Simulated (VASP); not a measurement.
Write the native input for VASP 6.6.1 that does the following.

* Task: single point
* Functional: PBE
* Potentials or basis: VASP PAW PBE potentials, release 64 (O, Cu)
* Cutoff: 520 eV
* k mesh: 12 × 12 × 1
* Occupations: gaussian, width 0.1 eV
* Spin: no spin polarisation
* Dipole correction: yes
* Further INCAR settings: ALGO = Normal; EDIFF = 1e-06; NBANDS = 66

The structure of Cu6O7 lies in POSCAR:

```
Cu6O7
1.0
    2.9487032672      0.0000000000      0.0000000000
   -0.0081921896      2.9486918873      0.0000000000
    0.0000000000      0.0000000000     30.4537863302
O Cu
7 6
Direct
    0.5000000000      0.5000000000      0.2522861176
    0.5000000000      0.5000000000      0.3309027423
    0.5000000000      0.5000000000      0.4155197051
    0.5000000000      0.5000000000      0.4999999931
    0.5000000000      0.5000000000      0.5844802882
    0.5000000000      0.5000000000      0.6690972637
    0.5000000000      0.5000000000      0.7477138934
    0.5000000000      0.0000000000      0.2887775499
    0.0000000000      0.5000000000      0.3731077920
    0.5000000000      0.0000000000      0.4575552475
    0.0000000000      0.5000000000      0.5424447374
    0.5000000000      0.0000000000      0.6268922078
    0.0000000000      0.5000000000      0.7112224619
```

One way to write it, as run:

INCAR

```
SYSTEM = Cu6O7
PREC = Accurate
ENCUT = 520
EDIFF = 1E-6
ISMEAR = 0
SIGMA = 0.1
LREAL = .FALSE.
LASPH = .TRUE.
NELM = 80
ALGO = Normal
ISIF = 2
LWAVE = .FALSE.
LCHARG = .FALSE.
LDIPOL = .TRUE.
IDIPOL = 3
DIPOL = 0.5 0.5 0.500
GGA = PE
NBANDS = 66
```

KPOINTS

```
Automatic mesh
0
G
  12 12 1
  0 0 0
```

Potentials or basis: VASP PAW PBE potentials, release 64 (O, Cu).

Command:

```console
$ cat potpaw_PBE.64/O/POTCAR potpaw_PBE.64/Cu/POTCAR > POTCAR
$ mpirun -np 1 vasp_std > vasp.out
```

It gave:

The largest force is 0.119 eV/Å and the band gap on the k mesh is zero (band 54 reaches -1.14 eV, above the bottom of band 55 at -2.01 eV).

Caveat: semilocal functionals often make such compounds metallic where correlation or magnetic order opens a gap, which also shifts bond lengths.

It took 20 min on 1 thread of AMD EPYC 9R45 96-Core Processor (Zen 5), on a shared host, peak memory 0.68 GiB.
